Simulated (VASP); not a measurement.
# Sr in VASP: single point with PBE

Aim: the single point of Sr with PBE.

All numbers are computed with VASP 6.6.1; they aren't measurements. Logs are shortened: lines on timing, memory, paths and dates and some standing lists are left out, and cuts for length are marked.

### Step 1. The cell of the first run

The cell holds a sublattice, 2 atoms: a = 5.809 Å, b = 5.809 Å, c = 5.809 Å, α = 60.00°, β = 60.00°, γ = 60.00°.

### Step 2. Single point, PBE

Input file INCAR:

```
  ALGO = Normal
  EDIFF = 1E-6
  ENCUT = 400
  GGA = PE
  GGA_COMPAT = F
  ISIF = 2
  ISMEAR = 0
  LASPH = T
  LCHARG = T
  LELF = T
  LREAL = F
  LVHAR = T
  LWAVE = F
  NBANDS = 17
  NELM = 120
  PREC = Accurate
  SIGMA = 0.1
```

Input file KPOINTS:

```
k-points
0
Gamma
  6 6 6
```

Input file POSCAR:

```
Sr
1.0
    0.0000000000      4.1073848300      4.1073848300
    4.1073848300      0.0000000000      4.1073848300
    4.1073848300      4.1073848300      0.0000000000
Sr
2
Direct
    0.2500000000      0.2500000000      0.2500000000
    0.7500000000      0.7500000000      0.7500000000
```

Potentials or basis: VASP PAW PBE potentials, release 64 (Sr_sv).

Run with:

```sh
$ cat potpaw_PBE.64/Sr_sv/POTCAR > POTCAR
$ mpirun -np 1 vasp_std > vasp.out
```

OUTCAR:

```text
EDIFF = 1E-6
   ENCUT = 400
   GGA = PE
   ISIF = 2
   ISMEAR = 0
   LASPH = T
   LREAL = F
   NELM = 120
   PREC = Accurate

 ion  position               nearest neighbor table
   1  0.250  0.250  0.250-   2 4.11   2 4.11   2 4.11   2 4.11   2 4.11   2 4.11
   2  0.750  0.750  0.750-   1 4.11   1 4.11   1 4.11   1 4.11   1 4.11   1 4.11

  LATTYP: Found a face centered cubic cell.
 ALAT       =     8.2147696600

  Lattice vectors:

 A1 = (   0.0000000000,   4.1073848300,   4.1073848300)
 A2 = (   4.1073848300,   0.0000000000,   4.1073848300)
 A3 = (   4.1073848300,   4.1073848300,   0.0000000000)

Analysis of symmetry for initial positions (statically):
=====================================================================
 Subroutine PRICEL returns following result:

  LATTYP: Found a simple cubic cell.
 ALAT       =     4.1073848300

  Lattice vectors:

 A1 = (  -4.1073848300,   0.0000000000,   0.0000000000)
 A2 = (   0.0000000000,   0.0000000000,   4.1073848300)
 A3 = (   0.0000000000,   4.1073848300,   0.0000000000)

   2 primitive cells build up your supercell.

 Routine SETGRP: Setting up the symmetry group for a
 face centered cubic supercell.

 Subroutine GETGRP returns: Found 48 space group operations
 (whereof 48 operations were pure point group operations)
 out of a pool of 48 trial point group operations.

The static configuration has the point symmetry O_h .

Analysis of symmetry for dynamics (positions and initial velocities):
=====================================================================
 Subroutine PRICEL returns following result:

  LATTYP: Found a simple cubic cell.
 ALAT       =     4.1073848300

  Lattice vectors:

 A1 = (  -4.1073848300,   0.0000000000,   0.0000000000)
 A2 = (   0.0000000000,   0.0000000000,   4.1073848300)
 A3 = (   0.0000000000,   4.1073848300,   0.0000000000)

   2 primitive cells build up your supercell.

 Routine SETGRP: Setting up the symmetry group for a
 face centered cubic supercell.

 Subroutine GETGRP returns: Found 48 space group operations
 (whereof 48 operations were pure point group operations)
 out of a pool of 48 trial point group operations.

The dynamic configuration has the point symmetry O_h .

 Subroutine INISYM returns: Found 48 space group operations
 (whereof 48 operations are pure point group operations),
 and found     2 'primitive' translations

----------------------------------------------------------------------------------------

                                     Primitive cell

  volume of cell :      69.2941

  direct lattice vectors                    reciprocal lattice vectors
    -4.107384830  0.000000000  0.000000000    -0.243463917  0.000000000  0.000000000
     0.000000000  0.000000000  4.107384830     0.000000000  0.000000000  0.243463917
     0.000000000  4.107384830  0.000000000     0.000000000  0.243463917  0.000000000

  length of vectors
     4.107384830  4.107384830  4.107384830     0.243463917  0.243463917  0.243463917

  position of ions in fractional coordinates (direct lattice)
     0.500000000  0.500000000  0.500000000

  ion indices of the primitive-cell ions
   primitive index   ion index
                 1           1

----------------------------------------------------------------------------------------

 KPOINTS: k-points

Automatic generation of k-mesh.
 Grid dimensions read from file:
 generate k-points for:    6    6    6

 Generating k-lattice:

  Cartesian coordinates                     Fractional coordinates (reciprocal lattice)
    -0.020288660  0.020288660  0.020288660     0.166666667  0.000000000  0.000000000
     0.020288660 -0.020288660  0.020288660     0.000000000  0.166666667  0.000000000
     0.020288660  0.020288660 -0.020288660     0.000000000  0.000000000  0.166666667

  Length of vectors
     0.035140990  0.035140990  0.035140990

  Shift w.r.t. Gamma in fractional coordinates (k-lattice)
     0.000000000  0.000000000  0.000000000

 Subroutine IBZKPT returns following result:
 ===========================================

 Found     16 irreducible k-points:

 Following reciprocal coordinates:
            Coordinates               Weight
  0.000000  0.000000  0.000000      1.000000
  0.166667  0.000000  0.000000      8.000000
  0.333333  0.000000  0.000000      8.000000
  0.500000  0.000000  0.000000      4.000000
  0.166667  0.166667  0.000000      6.000000
  0.333333  0.166667  0.000000     24.000000
[... 8 lines left out ...]
 -0.333333  0.333333  0.166667     24.000000
 -0.333333  0.500000  0.166667     12.000000
   k-points           NKPTS =     16   k-points in BZ     NKDIM =     16   number of bands    NBANDS=     17
   number of dos      NEDOS =    301   number of ions     NIONS =      2
   total plane-waves  NPLWV =  64000
   dimension x,y,z NGX =    40 NGY =   40 NGZ =   40
   dimension x,y,z NGXF=    80 NGYF=   80 NGZF=   80
   ions per type =               2
   NGX,Y,Z   is equivalent  to a cutoff of  11.45, 11.45, 11.45 a.u.
   NGXF,Y,Z  is equivalent  to a cutoff of  22.90, 22.90, 22.90 a.u.
 SYSTEM =  unknown system
   PREC   = accura    normal or accurate (medium, high low for compatibility)
   ISTART =      0    job   : 0-new  1-cont  2-samecut
   ICHARG =      2    charge: 1-file 2-atom 10-const
   ISPIN  =      1    spin polarized calculation?
   LNONCOLLINEAR =      F non collinear calculations
   LSORBIT =      F    spin-orbit coupling
   LASPH  =      T    aspherical Exc in radial PAW
   ENCUT  =  400.0 eV  29.40 Ry    5.42 a.u.   9.47  9.47  9.47*2*pi/ulx,y,z
   NELM   =    120;   NELMIN=  2; NELMDL= -5     # of ELM steps
   EDIFF  = 0.1E-05   stopping-criterion for ELM
   LREAL  =      F    real-space projection
   EDIFFG = 0.1E-04   stopping-criterion for IOM
   NSW    =      0    number of steps for IOM
   IBRION =     -1    ionic relax: 0-MD 1-quasi-New 2-CG
   NFREE  =      0    steps in history (QN), initial steepest desc. (CG)
   ISIF   =      2    stress and relaxation
   ISYM   =      2    0-nonsym 1-usesym 2-fastsym
   POTIM  = 0.5000    time-step for ionic-motion
   TEBEG  =    0.0;   TEEND  =   0.0 temperature during run
   PSTRESS=    0.0 pullay stress
   NELECT =      20.0000    total number of electrons
   NUPDOWN=      -1.0000    fix difference up-down
   EMIN   =  10.00;   EMAX   =-10.00  energy-range for DOS
   EFERMI =   0.00;   METHOD = LEGACY
   ISMEAR =     0;   SIGMA  =   0.10  broadening in eV -4-tet -1-fermi 0-gaus
   EFERMI_NEDOS =   21; number of points for ismear=-14 and -15
   IALGO  =     38    algorithm
   IMIX   =      4    mixing-type and parameters
     AMIX     =   0.40;   BMIX     =  1.00
     AMIX_MAG =   1.60;   BMIX_MAG =  1.00
  volume/ion in A,a.u.               =      69.29       467.62
  Fermi-wavevector in a.u.,A,eV,Ry     =   0.858703  1.622713 10.032530  0.737370
  Thomas-Fermi vector in A             =   1.975947
   LORBIT       =      0    0 simple, 1 ext, 2 COOP (PROOUT), +10 PAW based schemes
   GGA     = PE    functional components
   LHFCALC =     F    Hartree Fock is set to
   AEXX    =    0.0000 exact exchange contribution
   IVDW    =     0    specifies the selected vdW correction
   LEPSILON=     F    determine dielectric tensor
   LRPA    =     F    only Hartree local field effects (RPA)
 non-spin polarized calculation
 Gauss-broadening in eV      SIGMA  =   0.10
  energy-cutoff  :      400.00
  volume of cell :      138.59
 maximum number of plane-waves:      2565
 NGX is ok and might be reduce to    40
   NGX = 19   NGY = 19   NGZ = 19

 number of electron      20.0000001 magnetization

 Free energy of the ion-electron system (eV)
  ---------------------------------------------------
  ext. energy  EPLUGINS =         0.00000000
  ---------------------------------------------------
  free energy    TOTEN  =        -2.41603868 eV

  energy without entropy =       -2.39973349  energy(sigma->0) =       -2.40788609

 E-fermi :   0.7582     XC(G=0):  -6.6670

 val. band max:        0.7109870031   @ k =   0.3333   0.3333   0.0000
 cond. band min:       0.7863177288   @ k =   0.3333   0.1667   0.0000
 fundamental gap:      0.0753307258
 Fermi energy:         0.7581802788

 k-point     1 :       0.0000    0.0000    0.0000
  band No.  band energies     occupation
      1     -36.4006      2.00000
      2     -36.3783      2.00000
      3     -18.4022      2.00000
      4     -18.4022      2.00000
      5     -18.4022      2.00000
      6     -18.2896      2.00000
[... 9 lines left out ...]
     16       4.7684      0.00000
     17       4.7690      0.00000

 k-point     2 :       0.1667    0.0000    0.0000
  band No.  band energies     occupation
      1     -36.3991      2.00000
      2     -36.3797      2.00000
      3     -18.3959      2.00000
      4     -18.3949      2.00000
      5     -18.3949      2.00000
      6     -18.2986      2.00000
[... 9 lines left out ...]
     16       4.1802      0.00000
     17       4.1803      0.00000

 k-point     3 :       0.3333    0.0000    0.0000
  band No.  band energies     occupation
      1     -36.3950      2.00000
      2     -36.3838      2.00000
      3     -18.3780      2.00000
      4     -18.3750      2.00000
      5     -18.3750      2.00000
      6     -18.3220      2.00000
[... 9 lines left out ...]
     16       3.4788      0.00000
     17       3.5292      0.00000

 k-point     4 :       0.5000    0.0000    0.0000
  band No.  band energies     occupation
      1     -36.3894      2.00000
      2     -36.3894      2.00000
      3     -18.3514      2.00000
      4     -18.3514      2.00000
      5     -18.3473      2.00000
      6     -18.3473      2.00000
[... 9 lines left out ...]
     16       2.9506      0.00000
     17       3.3831      0.00000
[... 183 lines left out ...]
      1     -36.3931      2.00000
      2     -36.3856      2.00000
      3     -18.4183      2.00000
      4     -18.3953      2.00000
      5     -18.3797      2.00000
      6     -18.3165      2.00000
[... 9 lines left out ...]
     16       3.2433      0.00000
     17       3.7005      0.00000

 k-point    15 :      -0.3333    0.3333    0.1667
  band No.  band energies     occupation
      1     -36.3893      2.00000
      2     -36.3893      2.00000
      3     -18.4161      2.00000
      4     -18.4161      2.00000
      5     -18.3485      2.00000
      6     -18.3485      2.00000
[... 9 lines left out ...]
     16       2.8478      0.00000
     17       3.7186      0.00000

 k-point    16 :      -0.3333    0.5000    0.1667
  band No.  band energies     occupation
      1     -36.3912      2.00000
      2     -36.3875      2.00000
      3     -18.4309      2.00000
      4     -18.4224      2.00000
      5     -18.3835      2.00000
      6     -18.3131      2.00000
[... 9 lines left out ...]
     16       3.1583      0.00000
     17       3.6247      0.00000

------------------------ aborting loop because EDIFF is reached ----------------------------------------

  FORCE on cell =-STRESS in cart. coord.  units (eV):
  Direction    XX          YY          ZZ          XY          YZ          ZX
  --------------------------------------------------------------------------------------
  -------------------------------------------------------------------------------------
  Total       -0.9347244     -0.9347244     -0.9347244      0.0000000     -0.0000000      0.0000000
  in kB      -10.8060750    -10.8060750    -10.8060750      0.0000000     -0.0000000      0.0000000
  external PRESSURE =     -10.8060750 kB  Pullay stress =       0.0000000 kB

 VOLUME and BASIS-vectors are now :
 -----------------------------------------------------------------------------
  energy-cutoff  :      400.00
  volume of cell :      138.59
      direct lattice vectors                 reciprocal lattice vectors
     0.000000000  4.107384830  4.107384830    -0.121731959  0.121731959  0.121731959
     4.107384830  0.000000000  4.107384830     0.121731959 -0.121731959  0.121731959
     4.107384830  4.107384830  0.000000000     0.121731959  0.121731959 -0.121731959

 POSITION                                       TOTAL-FORCE (eV/Angst)
 -----------------------------------------------------------------------------------
      2.05369      2.05369      2.05369        -0.000000     -0.000000     -0.000000
      6.16108      6.16108      6.16108         0.000000      0.000000      0.000000
 -----------------------------------------------------------------------------------
    total drift:                                0.000000     -0.000000      0.000000

  FREE ENERGIE OF THE ION-ELECTRON SYSTEM (eV)
  ---------------------------------------------------
  free  energy   TOTEN  =        -2.4160386772 eV

  energy  without entropy=       -2.3997334940  energy(sigma->0) =       -2.40788609
```

It took 25 s on 1 thread of Intel Xeon Platinum 8375C at 2.90GHz (Ice Lake), shared host; peak memory 0.22 GiB.

Results:

```
Free energy            : -2.4160 eV
Pressure               : -1.1 GPa
Band gap on the k mesh : zero (bands 10 and 11 overlap by 0.86 eV)
```

Levels at points of the mesh, in eV from the Fermi level:
```tsv
k point	band 7	band 8	band 9	band 10	band 11	band 12	band 13	band 14
(0.00, 0.00, 0.00)	-19.05	-19.05	-3.18	0.64	0.64	0.64	0.74	0.74
(0.50, 0.00, 0.00)	-19.11	-19.11	-1.31	-1.31	1.30	1.30	1.30	1.30
(0.50, 0.50, 0.00)	-19.04	-19.02	-1.30	-0.31	-0.21	0.47	1.20	1.74
```
